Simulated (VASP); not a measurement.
# Mg9O8 (a cell with a defect) in VASP: a series of runs

Runs on Mg9O8 (a cell with a defect). Level: PBE. Tasks: single point.

All numbers are computed with VASP 6.6.1; they aren't measurements. Logs are shortened: lines on timing, memory, paths and dates and some standing lists are left out, and cuts for length are marked.

### 1 The cell of the first run

The cell holds a defect, 17 atoms: a = 5.678 Å, b = 5.678 Å, c = 5.678 Å, α = 60.00°, β = 60.00°, γ = 60.00°.

### 2 Single point, PBE

Contents of INCAR:

```
PREC = Accurate
ENCUT = 750
EDIFF = 1E-6
ISMEAR = 0
SIGMA = 0.02
LREAL = Auto
LASPH = True
NELM = 120
ALGO = Normal
ISIF = 2
LWAVE = False
LCHARG = False
GGA = PE
NBANDS = 83
GGA_COMPAT = False
```

Contents of KPOINTS:

```
regular mesh
0
Gamma
  3 3 3
```

Contents of POSCAR:

```
Mg9O8
1.0
    0.0000000000      4.0150000000      4.0150000000
    4.0150000000      0.0000000000      4.0150000000
    4.0150000000      4.0150000000      0.0000000000
Mg O
9 8
Direct
   -0.0216249751      0.0647680427     -0.0204097104
   -0.0013543934      0.0009210958      0.5012364723
   -0.0217655338      0.4789137244     -0.0206539160
   -0.0216782898      0.4790569841      0.5653858973
    0.5003885936      0.0009771865     -0.0007078403
    0.5003372389      0.0009424200      0.5012296586
    0.5643357442      0.4790012392     -0.0205242587
    0.5003348766      0.4991665935      0.5012766752
    1.1248412577      0.6251550625      1.1258587281
    0.2542010273      0.2381312794      0.2546044001
    0.2786336722      0.2408947613      0.7412504809
    0.2539790229      0.7543777075      0.2546348387
    0.2540357235      0.7544706020      0.7387346222
    0.7402157308      0.2408613901      0.2799313051
    0.7403042674      0.2408839666      0.7413505786
    0.7377891074      0.7545413345      0.2546415023
    0.7402566894      0.7794170100      0.7412110861
```

Potentials or basis: VASP PAW PBE potentials, release 64 (Mg_sv, O).

Started as:

```console
$ cat potpaw_PBE.64/Mg_sv/POTCAR potpaw_PBE.64/O/POTCAR > POTCAR
$ mpirun -np 1 vasp_std > vasp.out
```

OUTCAR:

```text
PREC = Accurate
   ENCUT = 750
   EDIFF = 1E-6
   ISMEAR = 0
   LREAL = Auto
   LASPH = True
   NELM = 120
   ISIF = 2
   GGA = PE

 ion  position               nearest neighbor table
   1  0.978  0.065  0.980-  15 1.94  11 1.94  14 1.95   9 2.04
   2  0.999  0.001  0.501-  14 1.93  17 1.93  15 1.93  10 1.98  13 1.98  12 1.98
   3  0.978  0.479  0.979-  11 1.94  14 1.94  17 1.94   9 2.04
   4  0.978  0.479  0.565-  15 1.94  11 1.94  17 1.94   9 2.04
   5  0.500  0.001  0.999-  17 1.93  11 1.93  15 1.93  10 1.98  16 1.98  12 1.98
   6  0.500  0.001  0.501-  14 1.93  17 1.93  11 1.93  10 1.98  13 1.98  16 1.98
   7  0.564  0.479  0.979-  15 1.94  17 1.94  14 1.94   9 2.04
   8  0.500  0.499  0.501-  14 1.93  11 1.93  15 1.93  13 1.98  16 1.98  12 1.98
   9  0.125  0.625  0.126-  10 1.79  16 1.79  13 1.79  12 1.79   3 2.04   7 2.04   4 2.04   1 2.04

  10  0.254  0.238  0.255-   9 1.79   5 1.98   6 1.98   2 1.98
  11  0.279  0.241  0.741-   5 1.93   6 1.93   8 1.93   3 1.94   4 1.94   1 1.94
  12  0.254  0.754  0.255-   9 1.79   8 1.98   5 1.98   2 1.98
  13  0.254  0.754  0.739-   9 1.79   8 1.98   6 1.98   2 1.98
  14  0.740  0.241  0.280-   8 1.93   2 1.93   6 1.93   3 1.94   7 1.94   1 1.95
  15  0.740  0.241  0.741-   5 1.93   8 1.93   2 1.93   4 1.94   7 1.94   1 1.94
  16  0.738  0.755  0.255-   9 1.79   5 1.98   8 1.98   6 1.98
  17  0.740  0.779  0.741-   5 1.93   2 1.93   6 1.93   3 1.94   4 1.94   7 1.94

  LATTYP: Found a face centered cubic cell.
 ALAT       =     8.0300000000

  Lattice vectors:

 A1 = (   0.0000000000,   4.0150000000,   4.0150000000)
 A2 = (   4.0150000000,   0.0000000000,   4.0150000000)
 A3 = (   4.0150000000,   4.0150000000,   0.0000000000)

Analysis of symmetry for initial positions (statically):
=====================================================================
 Subroutine PRICEL returns:
 Original cell was already a primitive cell.

 Routine SETGRP: Setting up the symmetry group for a
 face centered cubic supercell.

 Subroutine GETGRP returns: Found  1 space group operations
 (whereof  1 operations were pure point group operations)
 out of a pool of 48 trial point group operations.

The static configuration has the point symmetry C_1 .

Analysis of symmetry for dynamics (positions and initial velocities):
=====================================================================
 Subroutine PRICEL returns:
 Original cell was already a primitive cell.

 Routine SETGRP: Setting up the symmetry group for a
 face centered cubic supercell.

 Subroutine GETGRP returns: Found  1 space group operations
 (whereof  1 operations were pure point group operations)
 out of a pool of 48 trial point group operations.

The dynamic configuration has the point symmetry C_1 .

 Subroutine INISYM returns: Found  1 space group operations
 (whereof  1 operations are pure point group operations),
 and found     1 'primitive' translations

----------------------------------------------------------------------------------------

                                     Primitive cell

  volume of cell :     129.4454

  direct lattice vectors                    reciprocal lattice vectors
     0.000000000  4.015000000  4.015000000    -0.124533001  0.124533001  0.124533001
     4.015000000  0.000000000  4.015000000     0.124533001 -0.124533001  0.124533001
     4.015000000  4.015000000  0.000000000     0.124533001  0.124533001 -0.124533001

  length of vectors
     5.678067453  5.678067453  5.678067453     0.215697485  0.215697485  0.215697485

  position of ions in fractional coordinates (direct lattice)
     0.978375025  0.064768043  0.979590290
     0.998645607  0.000921096  0.501236472
     0.978234466  0.478913724  0.979346084
     0.978321710  0.479056984  0.565385897
     0.500388594  0.000977187  0.999292160
     0.500337239  0.000942420  0.501229659
[... 9 lines left out ...]
     0.737789107  0.754541334  0.254641502
     0.740256689  0.779417010  0.741211086

  ion indices of the primitive-cell ions
   primitive index   ion index
                 1           1
                 2           2
                 3           3
                 4           4
                 5           5
                 6           6
[... 9 lines left out ...]
                16          16
                17          17

----------------------------------------------------------------------------------------

 KPOINTS: regular mesh

Automatic generation of k-mesh.
 Grid dimensions read from file:
 generate k-points for:    3    3    3

 Generating k-lattice:

  Cartesian coordinates                     Fractional coordinates (reciprocal lattice)
    -0.041511000  0.041511000  0.041511000     0.333333333  0.000000000  0.000000000
     0.041511000 -0.041511000  0.041511000     0.000000000  0.333333333  0.000000000
     0.041511000  0.041511000 -0.041511000     0.000000000  0.000000000  0.333333333

  Length of vectors
     0.071899162  0.071899162  0.071899162

  Shift w.r.t. Gamma in fractional coordinates (k-lattice)
     0.000000000  0.000000000  0.000000000

 Subroutine IBZKPT returns following result:
 ===========================================

 Found     14 irreducible k-points:

 Following reciprocal coordinates:
            Coordinates               Weight
  0.000000  0.000000  0.000000      1.000000
  0.333333  0.000000  0.000000      2.000000
  0.000000  0.333333  0.000000      2.000000
  0.000000  0.000000  0.333333      2.000000
  0.333333  0.333333  0.333333      2.000000
  0.333333  0.333333  0.000000      2.000000
  0.000000  0.333333  0.333333      2.000000
  0.333333  0.000000  0.333333      2.000000
 -0.333333  0.333333  0.000000      2.000000
  0.000000 -0.333333  0.333333      2.000000
  0.333333  0.000000 -0.333333      2.000000
  0.333333  0.333333 -0.333333      2.000000
 -0.333333  0.333333 -0.333333      2.000000
  0.333333 -0.333333 -0.333333      2.000000
   k-points           NKPTS =     14   k-points in BZ     NKDIM =     14   number of bands    NBANDS=     83
   number of dos      NEDOS =    301   number of ions     NIONS =     17
   total plane-waves  NPLWV = 157464
   dimension x,y,z NGX =    54 NGY =   54 NGZ =   54
   dimension x,y,z NGXF=   108 NGYF=  108 NGZF=  108
   ions per type =               9   8
   NGX,Y,Z   is equivalent  to a cutoff of  15.81, 15.81, 15.81 a.u.
   NGXF,Y,Z  is equivalent  to a cutoff of  31.62, 31.62, 31.62 a.u.
 SYSTEM =  unknown system
   PREC   = accura    normal or accurate (medium, high low for compatibility)
   ISTART =      0    job   : 0-new  1-cont  2-samecut
   ICHARG =      2    charge: 1-file 2-atom 10-const
   ISPIN  =      1    spin polarized calculation?
   LNONCOLLINEAR =      F non collinear calculations
   LSORBIT =      F    spin-orbit coupling
   LASPH  =      T    aspherical Exc in radial PAW
   ENCUT  =  750.0 eV  55.12 Ry    7.42 a.u.  12.68 12.68 12.68*2*pi/ulx,y,z
   NELM   =    120;   NELMIN=  2; NELMDL= -5     # of ELM steps
   EDIFF  = 0.1E-05   stopping-criterion for ELM
   LREAL  =      T    real-space projection
   EDIFFG = 0.1E-04   stopping-criterion for IOM
   NSW    =      0    number of steps for IOM
   IBRION =     -1    ionic relax: 0-MD 1-quasi-New 2-CG
   NFREE  =      0    steps in history (QN), initial steepest desc. (CG)
   ISIF   =      2    stress and relaxation
   ISYM   =      2    0-nonsym 1-usesym 2-fastsym
   POTIM  = 0.5000    time-step for ionic-motion
   TEBEG  =    0.0;   TEEND  =   0.0 temperature during run
   PSTRESS=    0.0 pullay stress
   NELECT =     138.0000    total number of electrons
   NUPDOWN=      -1.0000    fix difference up-down
   EMIN   =  10.00;   EMAX   =-10.00  energy-range for DOS
   EFERMI =   0.00;   METHOD = LEGACY
   ISMEAR =     0;   SIGMA  =   0.02  broadening in eV -4-tet -1-fermi 0-gaus
   EFERMI_NEDOS =   21; number of points for ismear=-14 and -15
   IALGO  =     38    algorithm
   IMIX   =      4    mixing-type and parameters
     AMIX     =   0.40;   BMIX     =  1.00
     AMIX_MAG =   1.60;   BMIX_MAG =  1.00
  volume/ion in A,a.u.               =       7.61        51.38
  Fermi-wavevector in a.u.,A,eV,Ry     =   1.672395  3.160369 38.054224  2.796907
  Thomas-Fermi vector in A             =   2.757550
   LORBIT       =      0    0 simple, 1 ext, 2 COOP (PROOUT), +10 PAW based schemes
   GGA     = PE    functional components
   LHFCALC =     F    Hartree Fock is set to
   AEXX    =    0.0000 exact exchange contribution
   IVDW    =     0    specifies the selected vdW correction
   LEPSILON=     F    determine dielectric tensor
   LRPA    =     F    only Hartree local field effects (RPA)
 non-spin polarized calculation
 Gauss-broadening in eV      SIGMA  =   0.02
  energy-cutoff  :      750.00
  volume of cell :      129.45
 maximum number of plane-waves:      6051
 NGX is ok and might be reduce to    54
   NGX = 25   NGY = 25   NGZ = 25

 number of electron     137.9999996 magnetization

 Free energy of the ion-electron system (eV)
  ---------------------------------------------------
  ext. energy  EPLUGINS =         0.00000000
  ---------------------------------------------------
  free energy    TOTEN  =       -73.35821600 eV

  energy without entropy =      -73.35422327  energy(sigma->0) =      -73.35621963

 E-fermi :  12.4844     XC(G=0): -12.5508

 val. band max:       12.3854037888   @ k =   0.0000   0.3333   0.0000
 cond. band min:      12.4932273691   @ k =  -0.3333   0.3333   0.0000
 fundamental gap:      0.1078235803
 Fermi energy:        12.4844383625

 k-point     1 :       0.0000    0.0000    0.0000
  band No.  band energies     occupation
      1     -68.7780      2.00000
      2     -67.7094      2.00000
      3     -67.6712      2.00000
      4     -67.6707      2.00000
      5     -67.6696      2.00000
      6     -66.5095      2.00000
[... 1165 lines left out ...]
     80      16.3292      0.00000
     81      16.7551      0.00000
 [bands above 81 left out]

------------------------ aborting loop because EDIFF is reached ----------------------------------------

  FORCE on cell =-STRESS in cart. coord.  units (eV):
  Direction    XX          YY          ZZ          XY          YZ          ZX
  --------------------------------------------------------------------------------------
  -------------------------------------------------------------------------------------
  Total       73.2380772     73.2230977     73.2230706      0.0149236      0.0317515      0.0067526
  in kB      906.4855211    906.3001161    906.2997810      0.1847135      0.3929958      0.0835786
  external PRESSURE =     906.3618061 kB  Pullay stress =       0.0000000 kB

 VOLUME and BASIS-vectors are now :
 -----------------------------------------------------------------------------
  energy-cutoff  :      750.00
  volume of cell :      129.45
      direct lattice vectors                 reciprocal lattice vectors
     0.000000000  4.015000000  4.015000000    -0.124533001  0.124533001  0.124533001
     4.015000000  0.000000000  4.015000000     0.124533001 -0.124533001  0.124533001
     4.015000000  4.015000000  0.000000000     0.124533001  0.124533001 -0.124533001

 POSITION                                       TOTAL-FORCE (eV/Angst)
 -----------------------------------------------------------------------------------
      4.19310      7.86123      4.18822        -0.019850      0.014532     -0.016163
      2.01616      6.02203      4.01326        -0.000938      0.010376      0.003088
      5.85491      7.85969      5.85045         0.021122      0.024143      0.025589
      4.19344      6.19799      5.85138        -0.018118     -0.014496      0.011976
      4.01608      6.02122      2.01298         0.008615      0.007921     -0.008441
      2.01622      4.02129      2.01264        -0.003261     -0.003144     -0.006698
[... 9 lines left out ...]
      4.05187      3.98461      5.99171         0.024961     -0.011561     -0.011485
      6.10532      5.94809      6.10149         0.004532     -0.014721      0.010947
 -----------------------------------------------------------------------------------
    total drift:                               -0.008504     -0.003505      0.005988

  FREE ENERGIE OF THE ION-ELECTRON SYSTEM (eV)
  ---------------------------------------------------
  free  energy   TOTEN  =       -73.3582159995 eV

  energy  without entropy=      -73.3542232671  energy(sigma->0) =      -73.35621963
```

Wall time 6.7 min (1 thread of Intel Xeon 6975P-C (Granite Rapids), shared host); peak memory 0.45 GiB.

What came out:

```yaml
Free_energy: -73.3582 eV
Pressure: 90.6 GPa
Largest_force: 0.046 eV/Å
Band_gap_on_the_k_mesh: zero (bands 69 and 70 overlap by 0.56 eV)
```

Forces on the atoms (eV/Å):
```
Mg  -0.020  0.015 -0.016
Mg  -0.001  0.010  0.003
Mg   0.021  0.024  0.026
Mg  -0.018 -0.014  0.012
Mg   0.009  0.008 -0.008
Mg  -0.003 -0.003 -0.007
Mg   0.018 -0.023 -0.022
Mg   0.011  0.000  0.002
Mg   0.000  0.000  0.001
O   -0.003  0.019 -0.016
O   -0.025  0.007  0.010
O    0.021  0.016  0.020
O   -0.004 -0.014  0.014
O    0.003  0.008 -0.011
O   -0.038 -0.026 -0.006
O    0.025 -0.012 -0.011
O    0.005 -0.015  0.011
```

Levels at points of the mesh, in eV from the Fermi level:
| k point | band 66 | band 67 | band 68 | band 69 | band 70 | band 71 | band 72 | band 73 |
| --- | --- | --- | --- | --- | --- | --- | --- | --- |
| (0.00, 0.00, 0.00) | -8.04 | -8.04 | -8.04 | -2.29 | -0.55 | 0.32 | 0.33 | 0.33 |

Caveat: the k points lie up to 0.45 Å⁻¹ apart, too coarse for converged energies and pressures of a metal.

### 3 Single point, PBE

Contents of INCAR:

```
SYSTEM = Mg9O8
PREC = Accurate
ENCUT = 750
EDIFF = 1E-6
ISMEAR = 0
SIGMA = 0.02
LREAL = Auto
LASPH = .TRUE.
NELM = 120
ALGO = Normal
ISIF = 2
LWAVE = .FALSE.
LCHARG = .FALSE.
GGA = PE
NBANDS = 83
GGA_COMPAT = .FALSE.
```

Contents of KPOINTS:

```
regular mesh
0
G
  3 3 3
  0 0 0
```

Contents of POSCAR:

```
Mg9O8
1.0
    0.0000000000      4.0150000000      4.0150000000
    4.0150000000      0.0000000000      4.0150000000
    4.0150000000      4.0150000000      0.0000000000
Mg O
9 8
Direct
    0.0221092473      0.0210769673      0.0204553090
    0.0223727412      0.0214895615      0.4339279470
    0.0220614063      0.4355000067      0.0205522966
    0.0018745865      0.4992363756      0.4988888010
    0.4364660015      0.0211038811      0.0204652508
    0.5002207279      0.0008898775      0.4988654266
    0.5000054266      0.4989885614      0.0012013492
    0.5002121014      0.4992459629      0.4988939864
    0.8760310539      0.8750084987      0.8730333496
    0.2601747475      0.2591652954      0.2589271775
    0.2602111753      0.2593356288      0.7204160265
    0.2601331605      0.7209227506      0.2590015151
    0.2631547849      0.7451628434      0.7457952876
    0.7219564898      0.2591590557      0.2588997937
    0.7461700928      0.2621330525      0.7457870514
    0.7468803595      0.7459121874      0.2605870185
    0.7461061972      0.7451195937      0.7457412135
```

Potentials or basis: VASP PAW PBE potentials, release 64 (Mg_sv, O).

Started as:

```console
$ cat potpaw_PBE.64/Mg_sv/POTCAR potpaw_PBE.64/O/POTCAR > POTCAR
$ mpirun -np 1 vasp_std > vasp.out
```

Run time: 6.8 min. Hardware: 1 thread of Intel Xeon 6975P-C (Granite Rapids), shared host; peak memory 0.46 GiB.

It converged, with:

```
Free energy            : -73.3583 eV
Pressure               : 90.6 GPa
Largest force          : 0.031 eV/Å
Band gap on the k mesh : zero (bands 69 and 70 overlap by 0.56 eV)
```

Forces in eV/Å, atoms in the order of the input:
```
Mg  -0.014 -0.015 -0.017
Mg   0.012  0.018 -0.017
Mg   0.011 -0.014  0.014
Mg   0.004 -0.009 -0.007
Mg  -0.013  0.018  0.015
Mg  -0.007  0.006 -0.006
Mg  -0.008 -0.010  0.009
Mg   0.005  0.007  0.008
Mg   0.000 -0.001 -0.002
O    0.024  0.010  0.007
O   -0.023 -0.012  0.015
O   -0.012  0.010 -0.012
O   -0.005  0.001  0.007
O    0.029 -0.005 -0.011
O   -0.003 -0.005  0.005
O    0.005  0.008 -0.007
O   -0.005 -0.008 -0.001
```

Levels at points of the mesh, in eV from the Fermi level:
```
           k point  band 66  band 67  band 68  band 69  band 70  band 71  band 72  band 73
(0.00, 0.00, 0.00)    -8.05    -8.05    -8.04    -2.29    -0.55     0.32     0.32     0.32
```

Caveat: the k points lie up to 0.45 Å⁻¹ apart, too coarse for converged energies and pressures of a metal.
